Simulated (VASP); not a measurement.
## InAs: single point with PBEsol

InAs:

```
In As
1.0
     0.00000    2.82527    2.82527
     2.82527    0.00000    2.82527
     2.82527    2.82527    0.00000
In As
1 1
Direct
  0.00000 0.00000 0.00000
  0.25000 0.25000 0.25000
```

```yaml
Program: VASP 6.6.1
Task: single point
Functional: PBEsol
Potentials_or_basis: VASP PAW PBE potentials, release 64 (In_d, As)
Cutoff: 520 eV
k_mesh: 14 × 14 × 14
Occupations: gaussian, width 0.05 eV
Spin: no spin polarisation
```

* Pressure: 21.2 GPa
* Band gap on the k mesh: 0.74 eV

Levels at points of the mesh, in eV from the valence-band top:
| k point | band 6 | band 7 | band 8 | band 9 | band 10 | band 11 | band 12 | band 13 |
| --- | --- | --- | --- | --- | --- | --- | --- | --- |
| (0.00, 0.00, 0.00) | -13.44 | 0.00 | 0.00 | 0.00 | 0.74 | 3.87 | 3.87 | 3.87 |
| (0.50, 0.00, 0.00) | -11.20 | -7.05 | -1.35 | -1.35 | 1.32 | 4.66 | 4.66 | 6.77 |
| (0.50, 0.50, 0.00) | -10.42 | -6.90 | -3.15 | -3.15 | 1.03 | 1.88 | 10.52 | 10.67 |

It took 2.1 min on 1 thread of Intel Xeon 8259CL, on a shared host, peak memory 0.22 GiB.

Caveat: the cell stands under pressure; the PAW data sets were made with another functional, which shifts forces and pressure a little; spin-orbit coupling is left out, which moves the levels of the heavy elements. A k mesh can miss the band edges.
